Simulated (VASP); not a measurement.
Wanted: the native input for a VASP 6.6.1 run.

```yaml
Task: relaxation of cell and atoms
Functional: PBE
Potentials_or_basis: VASP PAW PBE potentials, release 64 (Ta_pv, H)
Cutoff: 600 eV
k_mesh: 16 × 16 × 8
Occupations: gaussian, width 0.1 eV
Spin: no spin polarisation
Dipole_correction: no
Further_INCAR_settings: ALGO = Normal; EDIFF = 1e-07; IBRION = 2; EDIFFG = -0.01; NSW = 100; ISIF = 3
```

The structure of Ta2H lies in POSCAR:

```
Ta2H
1.0
    2.7599316373      0.0000000000      0.0000000000
    0.0000000000      2.7599316373      0.0000000000
    0.0000000000      0.0000000000      5.5389966327
Ta H
2 1
Direct
    0.5000000000      0.5000000000      0.2496878239
    0.5000000000      0.5000000000      0.7503121761
    0.0000000000      0.0000000000      0.0000000000
```

These files were run (other wordings do the same):

INCAR

```
PREC = Accurate ; ENCUT = 600
EDIFF = 1E-7 ; ISMEAR = 0
SIGMA = 0.1 ; LREAL = False
LASPH = True ; NELM = 100
ALGO = Normal ; ISIF = 3
LWAVE = False ; LCHARG = False
GGA = PE ; IBRION = 2
NSW = 100 ; EDIFFG = -0.01
```

KPOINTS

```
regular mesh
0
Gamma
  16 16 8
```

Potentials or basis: VASP PAW PBE potentials, release 64 (Ta_pv, H).

Launch:

```bash
$ cat potpaw_PBE.64/Ta_pv/POTCAR potpaw_PBE.64/H/POTCAR > POTCAR
$ mpirun -np 1 vasp_std > vasp.out
```

Results of the run:

The relaxed volume is 14.03 Å³/atom, the relaxed cell is a = 2.762 Å, b = 2.762 Å, c = 5.517 Å, α = 90.00°, β = 90.00°, γ = 90.00° and the space group after relaxing (to 0.05 Å) is P4/mmm (No. 123). The energy gained by relaxing is 0.5 meV/atom, the ionic steps are 5 and the pressure after relaxing is 0.0 GPa.

Run time: 2.8 min on 1 thread of Intel(R) Xeon(R) 6975P-C (Granite Rapids) (shared host), peak memory 0.3 GiB.
